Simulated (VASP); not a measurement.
Ir, 2 atoms in the cell. It takes space group P6_3/mmc (No. 194, hexagonal). Conventional cell: a = 2.751 Å, b = 2.751 Å, c = 4.641 Å, α = 90.00°, β = 90.00°, γ = 120.00°. Within 3.6 Å of Ir (site symmetry -6m2) lie 12 Ir at 2.75 to 2.81 Å. This isn't the form of Ir at room conditions, which is fcc. This cell differs from its parent crystal: strain +0.000 along x and y, +0.040 along z.

- Program: VASP 6.6.1
- Task: single point
- Functional: r2SCAN
- Potentials or basis: VASP PAW PBE potentials, release 64 (Ir)
- Cutoff: 520 eV
- k mesh: 18 × 18 × 12
- Occupations: gaussian, width 0.15 eV
- Spin: no spin polarisation
- Dipole correction: no
- Further INCAR settings: ALGO = Normal; EDIFF = 1e-06; NBANDS = 16

Potentials or basis: VASP PAW PBE potentials, release 64 (Ir).

The run is started by

```bash
$ cat potpaw_PBE.64/Ir/POTCAR > POTCAR
$ cp INCAR.step1 INCAR
$ mpirun -np 1 vasp_std > vasp.out
$ cp INCAR.step2 INCAR
$ mpirun -np 1 vasp_std > vasp.out
```

Hardware: 1 thread of Intel(R) Xeon(R) Platinum 8488C (Sapphire Rapids), on a shared host.

Problem. How long does it take, and how much memory?

Solution. Wall time 4.5 min on 1 thread of Intel(R) Xeon(R) Platinum 8488C (Sapphire Rapids), with other jobs on the host, peak memory 0.23 GiB. Counts: k points 259.
